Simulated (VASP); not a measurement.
# As (P4/nmm) in VASP: notebook

As is run at these levels: PBE; tasks: single point, relaxation of cell and atoms.

All numbers are computed with VASP 6.6.1; they aren't measurements. Logs are shortened: lines on timing, memory, paths and dates and some standing lists are left out, and cuts for length are marked.

## (1) The cell of the first run

Symmetry: P4/nmm, No. 129, tetragonal system. The conventional cell has a = 3.756 Å, b = 3.756 Å, c = 3.084 Å, α = 90.00°, β = 90.00°, γ = 90.00°. As (site symmetry 4mm) has 10 As at 2.84 to 3.38 Å within 3.7 Å.

## (2) Single point, PBE

File INCAR:

```
  PREC = Accurate
  ENCUT = 520
  EDIFF = 1E-6
  ISMEAR = 0
  SIGMA = 0.1
  LREAL = False
  LASPH = True
  NELM = 100
  ALGO = Normal
  ISIF = 2
  LWAVE = False
  LCHARG = False
  GGA = PE
  NBANDS = 12
```

File KPOINTS:

```
regular mesh
0
Gamma
  4 4 6
```

File POSCAR:

```
As
1.0
    3.7556783300      0.0000000000      0.0000000000
    0.0000000000      3.7556783300      0.0000000000
    0.0000000000      0.0000000000      3.0841830900
As
2
Direct
    0.5000000000      0.0000000000      0.8384739100
    0.0000000000      0.5000000000      0.1615260900
```

Potentials or basis: VASP PAW PBE potentials, release 64 (As).

The run is started by

```console
cat potpaw_PBE.64/As/POTCAR > POTCAR
mpirun -np 1 vasp_std > vasp.out
```

OUTCAR:

```text
PREC = Accurate
   ENCUT = 520
   EDIFF = 1E-6
   ISMEAR = 0
   LREAL = False
   LASPH = True
   NELM = 100
   ISIF = 2
   GGA = PE

 ion  position               nearest neighbor table
   1  0.500  0.000  0.838-   2 2.84   2 2.84   2 2.84   2 2.84
   2  0.000  0.500  0.162-   1 2.84   1 2.84   1 2.84   1 2.84

  LATTYP: Found a simple tetragonal cell.
 ALAT       =     3.7556783300
 C/A-ratio  =     0.8212053374

  Lattice vectors:

 A1 = (   3.7556783300,   0.0000000000,   0.0000000000)
 A2 = (   0.0000000000,   3.7556783300,   0.0000000000)
 A3 = (   0.0000000000,   0.0000000000,   3.0841830900)

Analysis of symmetry for initial positions (statically):
=====================================================================
 Subroutine PRICEL returns:
 Original cell was already a primitive cell.

 Routine SETGRP: Setting up the symmetry group for a
 simple tetragonal supercell.

 Subroutine GETGRP returns: Found 16 space group operations
 (whereof  8 operations were pure point group operations)
 out of a pool of 16 trial point group operations.

The static configuration has the point symmetry D_2d.
 The point group associated with its full space group is D_4h.

Analysis of symmetry for dynamics (positions and initial velocities):
=====================================================================
 Subroutine PRICEL returns:
 Original cell was already a primitive cell.

 Routine SETGRP: Setting up the symmetry group for a
 simple tetragonal supercell.

 Subroutine GETGRP returns: Found 16 space group operations
 (whereof  8 operations were pure point group operations)
 out of a pool of 16 trial point group operations.

The dynamic configuration has the point symmetry D_2d.
 The point group associated with its full space group is D_4h.

 Subroutine INISYM returns: Found 16 space group operations
 (whereof  8 operations are pure point group operations),
 and found     1 'primitive' translations

----------------------------------------------------------------------------------------

                                     Primitive cell

  volume of cell :      43.5028

  direct lattice vectors                    reciprocal lattice vectors
     3.755678330  0.000000000  0.000000000     0.266263485  0.000000000  0.000000000
     0.000000000  3.755678330  0.000000000     0.000000000  0.266263485  0.000000000
     0.000000000  0.000000000  3.084183090     0.000000000  0.000000000  0.324234966

  length of vectors
     3.755678330  3.755678330  3.084183090     0.266263485  0.266263485  0.324234966

  position of ions in fractional coordinates (direct lattice)
     0.500000000  0.000000000  0.838473910
     0.000000000  0.500000000  0.161526090

  ion indices of the primitive-cell ions
   primitive index   ion index
                 1           1
                 2           2

----------------------------------------------------------------------------------------

 KPOINTS: regular mesh

Automatic generation of k-mesh.
 Grid dimensions read from file:
 generate k-points for:    4    4    6

 Generating k-lattice:

  Cartesian coordinates                     Fractional coordinates (reciprocal lattice)
     0.066565871  0.000000000  0.000000000     0.250000000  0.000000000  0.000000000
     0.000000000  0.066565871  0.000000000     0.000000000  0.250000000  0.000000000
     0.000000000  0.000000000  0.054039161     0.000000000  0.000000000  0.166666667

  Length of vectors
     0.066565871  0.066565871  0.054039161

  Shift w.r.t. Gamma in fractional coordinates (k-lattice)
     0.000000000  0.000000000  0.000000000

 Subroutine IBZKPT returns following result:
 ===========================================

 Found     24 irreducible k-points:

 Following reciprocal coordinates:
            Coordinates               Weight
  0.000000  0.000000  0.000000      1.000000
  0.250000  0.000000  0.000000      4.000000
  0.500000  0.000000  0.000000      2.000000
  0.250000  0.250000  0.000000      4.000000
  0.500000  0.250000  0.000000      4.000000
  0.500000  0.500000  0.000000      1.000000
[... 16 lines left out ...]
  0.500000  0.250000  0.500000      4.000000
  0.500000  0.500000  0.500000      1.000000
   k-points           NKPTS =     24   k-points in BZ     NKDIM =     24   number of bands    NBANDS=     12
   number of dos      NEDOS =    301   number of ions     NIONS =      2
   total plane-waves  NPLWV =  18816
   dimension x,y,z NGX =    28 NGY =   28 NGZ =   24
   dimension x,y,z NGXF=    56 NGYF=   56 NGZF=   48
   ions per type =               2
   NGX,Y,Z   is equivalent  to a cutoff of  12.39, 12.39, 12.94 a.u.
   NGXF,Y,Z  is equivalent  to a cutoff of  24.79, 24.79, 25.87 a.u.
 SYSTEM =  unknown system
   PREC   = accura    normal or accurate (medium, high low for compatibility)
   ISTART =      0    job   : 0-new  1-cont  2-samecut
   ICHARG =      2    charge: 1-file 2-atom 10-const
   ISPIN  =      1    spin polarized calculation?
   LNONCOLLINEAR =      F non collinear calculations
   LSORBIT =      F    spin-orbit coupling
   LASPH  =      T    aspherical Exc in radial PAW
   ENCUT  =  520.0 eV  38.22 Ry    6.18 a.u.   6.98  6.98  5.73*2*pi/ulx,y,z
   NELM   =    100;   NELMIN=  2; NELMDL= -5     # of ELM steps
   EDIFF  = 0.1E-05   stopping-criterion for ELM
   LREAL  =      F    real-space projection
   EDIFFG = 0.1E-04   stopping-criterion for IOM
   NSW    =      0    number of steps for IOM
   IBRION =     -1    ionic relax: 0-MD 1-quasi-New 2-CG
   NFREE  =      0    steps in history (QN), initial steepest desc. (CG)
   ISIF   =      2    stress and relaxation
   ISYM   =      2    0-nonsym 1-usesym 2-fastsym
   POTIM  = 0.5000    time-step for ionic-motion
   TEBEG  =    0.0;   TEEND  =   0.0 temperature during run
   PSTRESS=    0.0 pullay stress
   NELECT =      10.0000    total number of electrons
   NUPDOWN=      -1.0000    fix difference up-down
   EMIN   =  10.00;   EMAX   =-10.00  energy-range for DOS
   EFERMI =   0.00;   METHOD = LEGACY
   ISMEAR =     0;   SIGMA  =   0.10  broadening in eV -4-tet -1-fermi 0-gaus
   EFERMI_NEDOS =   21; number of points for ismear=-14 and -15
   IALGO  =     38    algorithm
   IMIX   =      4    mixing-type and parameters
     AMIX     =   0.40;   BMIX     =  1.00
     AMIX_MAG =   1.60;   BMIX_MAG =  1.00
  volume/ion in A,a.u.               =      21.75       146.79
  Fermi-wavevector in a.u.,A,eV,Ry     =   1.002850  1.895111 13.683482  1.005708
  Thomas-Fermi vector in A             =   2.135364
   LORBIT       =      0    0 simple, 1 ext, 2 COOP (PROOUT), +10 PAW based schemes
   GGA     = PE    functional components
   LHFCALC =     F    Hartree Fock is set to
   AEXX    =    0.0000 exact exchange contribution
   IVDW    =     0    specifies the selected vdW correction
   LEPSILON=     F    determine dielectric tensor
   LRPA    =     F    only Hartree local field effects (RPA)
 non-spin polarized calculation
 Gauss-broadening in eV      SIGMA  =   0.10
  energy-cutoff  :      520.00
  volume of cell :       43.50
 maximum number of plane-waves:      1188
 NGX is ok and might be reduce to    28
   NGX = 13   NGY = 13   NGZ = 11

 number of electron      10.0000002 magnetization

 Free energy of the ion-electron system (eV)
  ---------------------------------------------------
  ext. energy  EPLUGINS =         0.00000000
  ---------------------------------------------------
  free energy    TOTEN  =        -8.65017343 eV

  energy without entropy =       -8.64680825  energy(sigma->0) =       -8.64849084

 E-fermi :   4.9383     XC(G=0): -10.1167

 val. band max:        4.8496616422   @ k =   0.2500   0.0000   0.3333
 cond. band min:       4.9514673546   @ k =   0.5000   0.5000   0.5000
 fundamental gap:      0.1018057123
 Fermi energy:         4.9383469085

 k-point     1 :       0.0000    0.0000    0.0000
  band No.  band energies     occupation
      1      -9.0788      2.00000
      2      -2.6782      2.00000
      3       1.8834      2.00000
      4       1.8834      2.00000
      5       6.5888      0.00000
      6       8.1253      0.00000
      7       8.2844      0.00000
      8       9.5929      0.00000
      9       9.5929      0.00000
     10      14.3447      0.00000
     11      14.9457      0.00000
     12      16.1552      0.00000

 k-point     2 :       0.2500    0.0000    0.0000
  band No.  band energies     occupation
      1      -8.4879      2.00000
      2      -4.3021      2.00000
      3       2.5294      2.00000
      4       2.6389      2.00000
      5       6.8075      0.00000
      6       7.3118      0.00000
      7       7.6811      0.00000
      8       8.3437      0.00000
      9      10.9200      0.00000
     10      13.4208      0.00000
     11      15.1851      0.00000
     12      17.4412      0.00000

 k-point     3 :       0.5000    0.0000    0.0000
  band No.  band energies     occupation
      1      -6.7793      2.00000
      2      -6.7793      2.00000
      3       4.4183      2.00000
      4       4.4183      2.00000
      5       4.5159      2.00000
      6       4.5159      2.00000
      7       8.1293      0.00000
      8       8.1293      0.00000
      9      13.0587      0.00000
     10      13.0587      0.00000
     11      16.6133      0.00000
     12      16.6133      0.00000
[... 286 lines left out ...]
 k-point    23 :       0.5000    0.2500    0.5000
  band No.  band energies     occupation
      1      -4.4853      2.00000
      2      -4.4853      2.00000
      3       0.5178      2.00000
      4       0.5178      2.00000
      5       3.2792      2.00000
      6       3.2792      2.00000
      7       6.5767      0.00000
      8       6.5767      0.00000
      9      13.5462      0.00000
     10      13.5462      0.00000
     11      16.9085      0.00000
     12      16.9085      0.00000

 k-point    24 :       0.5000    0.5000    0.5000
  band No.  band energies     occupation
      1      -4.0579      2.00000
      2      -4.0579      2.00000
      3       1.2836      2.00000
      4       1.2836      2.00000
      5       1.6418      2.00000
      6       1.6418      2.00000
      7       4.9515      0.85280
      8       4.9515      0.85280
      9      16.6138      0.00000
     10      16.6138      0.00000
     11      21.1471      0.00000
     12      21.1621      0.00000

------------------------ aborting loop because EDIFF is reached ----------------------------------------

  FORCE on cell =-STRESS in cart. coord.  units (eV):
  Direction    XX          YY          ZZ          XY          YZ          ZX
  --------------------------------------------------------------------------------------
  -------------------------------------------------------------------------------------
  Total       -0.8514334     -0.8514334     -2.5328515      0.0000000      0.0000000      0.0000000
  in kB      -31.3577102    -31.3577102    -93.2831887      0.0000000      0.0000000      0.0000000
  external PRESSURE =     -51.9995364 kB  Pullay stress =       0.0000000 kB

 VOLUME and BASIS-vectors are now :
 -----------------------------------------------------------------------------
  energy-cutoff  :      520.00
  volume of cell :       43.50
      direct lattice vectors                 reciprocal lattice vectors
     3.755678330  0.000000000  0.000000000     0.266263485  0.000000000  0.000000000
     0.000000000  3.755678330  0.000000000     0.000000000  0.266263485  0.000000000
     0.000000000  0.000000000  3.084183090     0.000000000  0.000000000  0.324234966

 POSITION                                       TOTAL-FORCE (eV/Angst)
 -----------------------------------------------------------------------------------
      1.87784      0.00000      2.58601         0.000000      0.000000      0.781434
      0.00000      1.87784      0.49818         0.000000      0.000000     -0.781434
 -----------------------------------------------------------------------------------
    total drift:                                0.000000      0.000000     -0.000000

  FREE ENERGIE OF THE ION-ELECTRON SYSTEM (eV)
  ---------------------------------------------------
  free  energy   TOTEN  =        -8.6501734260 eV

  energy  without entropy=       -8.6468082536  energy(sigma->0) =       -8.64849084
```

It took 7.5 s on 1 thread of Intel Xeon Platinum 8259CL at 2.50GHz (Skylake/Cascade Lake), shared host; peak memory 0.14 GiB.

Results:

```
Free energy            : -8.6502 eV
Pressure               : -5.2 GPa
Largest force          : 0.781 eV/Å
Band gap on the k mesh : zero (band 5 reaches 8.43 eV, above the bottom of band 6 at 1.64 eV)
```

Forces in eV/Å, atoms in the order of the input:
```
As   0.000  0.000  0.781
As   0.000  0.000 -0.781
```

Stress tensor (GPa, compression positive):
```
-3.14  0.00  0.00
 0.00 -3.14  0.00
 0.00  0.00 -9.33
```

Caveat: the k points lie up to 0.42 Å⁻¹ apart.

(Part 1 of 2 ends here.)
